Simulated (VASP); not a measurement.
# KTaO3 (Pm-3m) in VASP: single point with PBE

Aim: the single point of KTaO3 with PBE.

Everything below comes from runs of VASP 6.6.1. Logs are shortened: lines on timing, memory, paths and dates and some standing lists are left out, and cuts for length are marked.

## 1. The cell of the first run

Symmetry: Pm-3m, No. 221, cubic system. Conventional cell: a = 4.024 Å, b = 4.024 Å, c = 4.024 Å, α = 90.00°, β = 90.00°, γ = 90.00°. K (site symmetry m-3m) has 12 O at 2.85 Å and 8 Ta at 3.49 Å within 3.7 Å. Ta (site symmetry m-3m) has 6 O at 2.01 Å within 2.7 Å. O (site symmetry 4/mmm) has 2 Ta at 2.01 Å within 2.7 Å.

## 2. Single point, PBE

File INCAR:

```
SYSTEM = KTaO3
PREC = Accurate
ENCUT = 600
EDIFF = 1E-6
ISMEAR = 0
SIGMA = 0.01
LREAL = .False.
LASPH = .True.
NELM = 120
ALGO = Normal
ISIF = 2
LWAVE = .False.
LCHARG = .True.
GGA = PE
LELF = .True.
LVHAR = .True.
NBANDS = 27
GGA_COMPAT = .False.
```

File KPOINTS:

```
regular mesh
0
Gamma
  6 6 6
  0 0 0
```

File POSCAR:

```
KTaO3
1.0
    4.0243816828      0.0000000000      0.0000000000
    0.0000000000      4.0243816828      0.0000000000
    0.0000000000      0.0000000000      4.0243816828
K Ta O
1 1 3
Direct
    0.5000000000      0.5000000000      0.5000000000
    0.0000000000      0.0000000000      0.0000000000
    0.5000000000      0.0000000000      0.0000000000
    0.0000000000      0.5000000000      0.0000000000
    0.0000000000      0.0000000000      0.5000000000
```

Potentials or basis: VASP PAW PBE potentials, release 64 (K_sv, Ta_pv, O).

Launch:

```
$ cat potpaw_PBE.64/K_sv/POTCAR potpaw_PBE.64/Ta_pv/POTCAR potpaw_PBE.64/O/POTCAR > POTCAR
$ mpirun -np 1 vasp_std > vasp.out
```

OUTCAR:

```text
SYSTEM = KTaO3
   PREC = Accurate
   ENCUT = 600
   EDIFF = 1E-6
   ISMEAR = 0
   LREAL = .False.
   LASPH = .True.
   NELM = 120
   ISIF = 2
   GGA = PE

 ion  position               nearest neighbor table
   1  0.500  0.500  0.500-   3 2.85   4 2.85   5 2.85   3 2.85   4 2.85   3 2.85   5 2.85   3 2.85
                             4 2.85   5 2.85   4 2.85   5 2.85   2 3.49   2 3.49   2 3.49   2 3.49
   2  0.000  0.000  0.000-   3 2.01   4 2.01   5 2.01   5 2.01   4 2.01   3 2.01   1 3.49   1 3.49
                             1 3.49   1 3.49   1 3.49   1 3.49   1 3.49   1 3.49
   3  0.500  0.000  0.000-   2 2.01   2 2.01   1 2.85   1 2.85   1 2.85   1 2.85
   4  0.000  0.500  0.000-   2 2.01   2 2.01   1 2.85   1 2.85   1 2.85   1 2.85
   5  0.000  0.000  0.500-   2 2.01   2 2.01   1 2.85   1 2.85   1 2.85   1 2.85

  LATTYP: Found a simple cubic cell.
 ALAT       =     4.0243816828

  Lattice vectors:

 A1 = (   4.0243816828,   0.0000000000,   0.0000000000)
 A2 = (   0.0000000000,   4.0243816828,   0.0000000000)
 A3 = (   0.0000000000,   0.0000000000,   4.0243816828)

Analysis of symmetry for initial positions (statically):
=====================================================================
 Subroutine PRICEL returns:
 Original cell was already a primitive cell.

 Routine SETGRP: Setting up the symmetry group for a
 simple cubic supercell.

 Subroutine GETGRP returns: Found 48 space group operations
 (whereof 48 operations were pure point group operations)
 out of a pool of 48 trial point group operations.

The static configuration has the point symmetry O_h .

Analysis of symmetry for dynamics (positions and initial velocities):
=====================================================================
 Subroutine PRICEL returns:
 Original cell was already a primitive cell.

 Routine SETGRP: Setting up the symmetry group for a
 simple cubic supercell.

 Subroutine GETGRP returns: Found 48 space group operations
 (whereof 48 operations were pure point group operations)
 out of a pool of 48 trial point group operations.

The dynamic configuration has the point symmetry O_h .

 Subroutine INISYM returns: Found 48 space group operations
 (whereof 48 operations are pure point group operations),
 and found     1 'primitive' translations

----------------------------------------------------------------------------------------

                                     Primitive cell

  volume of cell :      65.1775

  direct lattice vectors                    reciprocal lattice vectors
     4.024381683  0.000000000  0.000000000     0.248485377  0.000000000  0.000000000
     0.000000000  4.024381683  0.000000000     0.000000000  0.248485377  0.000000000
     0.000000000  0.000000000  4.024381683     0.000000000  0.000000000  0.248485377

  length of vectors
     4.024381683  4.024381683  4.024381683     0.248485377  0.248485377  0.248485377

  position of ions in fractional coordinates (direct lattice)
     0.500000000  0.500000000  0.500000000
     0.000000000  0.000000000  0.000000000
     0.500000000  0.000000000  0.000000000
     0.000000000  0.500000000  0.000000000
     0.000000000  0.000000000  0.500000000

  ion indices of the primitive-cell ions
   primitive index   ion index
                 1           1
                 2           2
                 3           3
                 4           4
                 5           5

----------------------------------------------------------------------------------------

 KPOINTS: regular mesh

Automatic generation of k-mesh.
 Grid dimensions read from file:
 generate k-points for:    6    6    6

 Generating k-lattice:

  Cartesian coordinates                     Fractional coordinates (reciprocal lattice)
     0.041414230  0.000000000  0.000000000     0.166666667  0.000000000  0.000000000
     0.000000000  0.041414230  0.000000000     0.000000000  0.166666667  0.000000000
     0.000000000  0.000000000  0.041414230     0.000000000  0.000000000  0.166666667

  Length of vectors
     0.041414230  0.041414230  0.041414230

  Shift w.r.t. Gamma in fractional coordinates (k-lattice)
     0.000000000  0.000000000  0.000000000

 Subroutine IBZKPT returns following result:
 ===========================================

 Found     20 irreducible k-points:

 Following reciprocal coordinates:
            Coordinates               Weight
  0.000000  0.000000  0.000000      1.000000
  0.166667  0.000000  0.000000      6.000000
  0.333333  0.000000  0.000000      6.000000
  0.500000  0.000000  0.000000      3.000000
  0.166667  0.166667  0.000000     12.000000
  0.333333  0.166667  0.000000     24.000000
[... 12 lines left out ...]
  0.500000  0.500000  0.333333      6.000000
  0.500000  0.500000  0.500000      1.000000
   k-points           NKPTS =     20   k-points in BZ     NKDIM =     20   number of bands    NBANDS=     27
   number of dos      NEDOS =    301   number of ions     NIONS =      5
   total plane-waves  NPLWV =  32768
   dimension x,y,z NGX =    32 NGY =   32 NGZ =   32
   dimension x,y,z NGXF=    64 NGYF=   64 NGZF=   64
   ions per type =               1   1   3
   NGX,Y,Z   is equivalent  to a cutoff of  13.22, 13.22, 13.22 a.u.
   NGXF,Y,Z  is equivalent  to a cutoff of  26.44, 26.44, 26.44 a.u.
 SYSTEM =  KTaO3
   PREC   = accura    normal or accurate (medium, high low for compatibility)
   ISTART =      0    job   : 0-new  1-cont  2-samecut
   ICHARG =      2    charge: 1-file 2-atom 10-const
   ISPIN  =      1    spin polarized calculation?
   LNONCOLLINEAR =      F non collinear calculations
   LSORBIT =      F    spin-orbit coupling
   LASPH  =      T    aspherical Exc in radial PAW
   ENCUT  =  600.0 eV  44.10 Ry    6.64 a.u.   8.04  8.04  8.04*2*pi/ulx,y,z
   NELM   =    120;   NELMIN=  2; NELMDL= -5     # of ELM steps
   EDIFF  = 0.1E-05   stopping-criterion for ELM
   LREAL  =      F    real-space projection
   EDIFFG = 0.1E-04   stopping-criterion for IOM
   NSW    =      0    number of steps for IOM
   IBRION =     -1    ionic relax: 0-MD 1-quasi-New 2-CG
   NFREE  =      0    steps in history (QN), initial steepest desc. (CG)
   ISIF   =      2    stress and relaxation
   ISYM   =      2    0-nonsym 1-usesym 2-fastsym
   POTIM  = 0.5000    time-step for ionic-motion
   TEBEG  =    0.0;   TEEND  =   0.0 temperature during run
   PSTRESS=    0.0 pullay stress
   NELECT =      38.0000    total number of electrons
   NUPDOWN=      -1.0000    fix difference up-down
   EMIN   =  10.00;   EMAX   =-10.00  energy-range for DOS
   EFERMI =   0.00;   METHOD = LEGACY
   ISMEAR =     0;   SIGMA  =   0.01  broadening in eV -4-tet -1-fermi 0-gaus
   EFERMI_NEDOS =   21; number of points for ismear=-14 and -15
   IALGO  =     38    algorithm
   IMIX   =      4    mixing-type and parameters
     AMIX     =   0.40;   BMIX     =  1.00
     AMIX_MAG =   1.60;   BMIX_MAG =  1.00
  volume/ion in A,a.u.               =      13.04        87.97
  Fermi-wavevector in a.u.,A,eV,Ry     =   1.367635  2.584455 25.448683  1.870425
  Thomas-Fermi vector in A             =   2.493670
   LORBIT       =      0    0 simple, 1 ext, 2 COOP (PROOUT), +10 PAW based schemes
   GGA     = PE    functional components
   LHFCALC =     F    Hartree Fock is set to
   AEXX    =    0.0000 exact exchange contribution
   IVDW    =     0    specifies the selected vdW correction
   LEPSILON=     F    determine dielectric tensor
   LRPA    =     F    only Hartree local field effects (RPA)
 non-spin polarized calculation
 Gauss-broadening in eV      SIGMA  =   0.01
  energy-cutoff  :      600.00
  volume of cell :       65.18
 maximum number of plane-waves:      2196
   NGX = 17   NGY = 17   NGZ = 17

 number of electron      38.0000006 magnetization

 Free energy of the ion-electron system (eV)
  ---------------------------------------------------
  ext. energy  EPLUGINS =         0.00000000
  ---------------------------------------------------
  free energy    TOTEN  =       -41.07445051 eV

  energy without entropy =      -41.07445051  energy(sigma->0) =      -41.07445051

 E-fermi :   1.6589     XC(G=0): -10.7336

 val. band max:        1.6178012454   @ k =   0.5000   0.5000   0.5000
 cond. band min:       3.7334311679   @ k =   0.0000   0.0000   0.0000
 fundamental gap:      2.1156299225
 Fermi energy:         1.6589053476

 k-point     1 :       0.0000    0.0000    0.0000
  band No.  band energies     occupation
      1     -32.6290      2.00000
      2     -32.6290      2.00000
      3     -32.6290      2.00000
      4     -25.7275      2.00000
      5     -15.8359      2.00000
      6     -15.1382      2.00000
[... 19 lines left out ...]
     26       9.6842      0.00000
     27       9.6842      0.00000

 k-point     2 :       0.1667    0.0000    0.0000
  band No.  band energies     occupation
      1     -32.6490      2.00000
      2     -32.6283      2.00000
      3     -32.6283      2.00000
      4     -25.7215      2.00000
      5     -15.7675      2.00000
      6     -15.1331      2.00000
[... 19 lines left out ...]
     26      10.0112      0.00000
     27      10.0753      0.00000

 k-point     3 :       0.3333    0.0000    0.0000
  band No.  band energies     occupation
      1     -32.6885      2.00000
      2     -32.6268      2.00000
      3     -32.6268      2.00000
      4     -25.7096      2.00000
      5     -15.7202      2.00000
      6     -15.1226      2.00000
[... 19 lines left out ...]
     26      10.7054      0.00000
     27      11.4444      0.00000

 k-point     4 :       0.5000    0.0000    0.0000
  band No.  band energies     occupation
      1     -32.7080      2.00000
      2     -32.6260      2.00000
      3     -32.6260      2.00000
      4     -25.7037      2.00000
      5     -15.7209      2.00000
      6     -15.1173      2.00000
[... 19 lines left out ...]
     26      11.0789      0.00000
     27      12.0520      0.00000

 k-point     5 :       0.1667    0.1667    0.0000
  band No.  band energies     occupation
      1     -32.6484      2.00000
      2     -32.6480      2.00000
      3     -32.6275      2.00000
      4     -25.7163      2.00000
      5     -15.6744      2.00000
      6     -15.0439      2.00000
[... 19 lines left out ...]
     26      10.3187      0.00000
     27      10.4132      0.00000

 k-point     6 :       0.3333    0.1667    0.0000
  band No.  band energies     occupation
      1     -32.6876      2.00000
      2     -32.6466      2.00000
      3     -32.6261      2.00000
      4     -25.7058      2.00000
      5     -15.5946      2.00000
      6     -15.0088      2.00000
[... 324 lines left out ...]
      1     -32.6835      2.00000
      2     -32.6831      2.00000
      3     -32.6831      2.00000
      4     -25.6876      2.00000
      5     -14.7904      2.00000
      6     -14.5354      2.00000
[... 19 lines left out ...]
     26      12.5291      0.00000
     27      12.5371      0.00000

 k-point    18 :       0.5000    0.3333    0.3333
  band No.  band energies     occupation
      1     -32.7025      2.00000
      2     -32.6825      2.00000
      3     -32.6823      2.00000
      4     -25.6841      2.00000
      5     -14.7018      2.00000
      6     -14.5202      2.00000
[... 19 lines left out ...]
     26      12.5452      0.00000
     27      12.8024      0.00000

 k-point    19 :       0.5000    0.5000    0.3333
  band No.  band energies     occupation
      1     -32.7016      2.00000
      2     -32.7016      2.00000
      3     -32.6816      2.00000
      4     -25.6807      2.00000
      5     -14.5937      2.00000
      6     -14.3126      2.00000
[... 19 lines left out ...]
     26      12.6032      0.00000
     27      12.9897      0.00000

 k-point    20 :       0.5000    0.5000    0.5000
  band No.  band energies     occupation
      1     -32.7008      2.00000
      2     -32.7008      2.00000
      3     -32.7008      2.00000
      4     -25.6773      2.00000
      5     -14.2927      2.00000
      6     -14.2927      2.00000
[... 19 lines left out ...]
     26      12.3208      0.00000
     27      13.7233      0.00000

------------------------ aborting loop because EDIFF is reached ----------------------------------------

  FORCE on cell =-STRESS in cart. coord.  units (eV):
  Direction    XX          YY          ZZ          XY          YZ          ZX
  --------------------------------------------------------------------------------------
  -------------------------------------------------------------------------------------
  Total        0.1700528      0.1700528      0.1700528      0.0000000      0.0000000     -0.0000000
  in kB        4.1801985      4.1801985      4.1801985      0.0000000      0.0000000     -0.0000000
  external PRESSURE =       4.1801985 kB  Pullay stress =       0.0000000 kB

 VOLUME and BASIS-vectors are now :
 -----------------------------------------------------------------------------
  energy-cutoff  :      600.00
  volume of cell :       65.18
      direct lattice vectors                 reciprocal lattice vectors
     4.024381683  0.000000000  0.000000000     0.248485377  0.000000000  0.000000000
     0.000000000  4.024381683  0.000000000     0.000000000  0.248485377  0.000000000
     0.000000000  0.000000000  4.024381683     0.000000000  0.000000000  0.248485377

 POSITION                                       TOTAL-FORCE (eV/Angst)
 -----------------------------------------------------------------------------------
      2.01219      2.01219      2.01219         0.000000      0.000000      0.000000
      0.00000      0.00000      0.00000         0.000000      0.000000      0.000000
      2.01219      0.00000      0.00000         0.000000      0.000000      0.000000
      0.00000      2.01219      0.00000         0.000000      0.000000      0.000000
      0.00000      0.00000      2.01219         0.000000      0.000000      0.000000
 -----------------------------------------------------------------------------------
    total drift:                                0.000000      0.000000     -0.000000

  FREE ENERGIE OF THE ION-ELECTRON SYSTEM (eV)
  ---------------------------------------------------
  free  energy   TOTEN  =       -41.0744505066 eV

  energy  without entropy=      -41.0744505066  energy(sigma->0) =      -41.07445051
```

It took 26 s on 1 thread of Intel Xeon Platinum 8375C at 2.90GHz (Ice Lake), shared host; peak memory 0.2 GiB.

Results:

- Free energy: -41.0745 eV
- Pressure: 0.4 GPa
- Band gap on the k mesh: 2.12 eV (least direct gap 2.75 eV)

Levels at points of the mesh, in eV from the valence-band top:
| k point | band 17 | band 18 | band 19 | band 20 | band 21 | band 22 |
| --- | --- | --- | --- | --- | --- | --- |
| (0.00, 0.00, 0.00) | -0.63 | -0.63 | -0.63 | 2.12 | 2.12 | 2.12 |
| (0.50, 0.00, 0.00) | -1.45 | -0.85 | -0.85 | 2.26 | 4.84 | 4.84 |
| (0.50, 0.50, 0.00) | -1.40 | -1.40 | -0.04 | 4.88 | 4.88 | 6.11 |
| (0.50, 0.50, 0.50) | 0.00 | 0.00 | 0.00 | 6.23 | 6.23 | 6.23 |

Caveat: spin-orbit coupling is left out, which moves the levels of the heavy elements. A k mesh can miss the band edges.
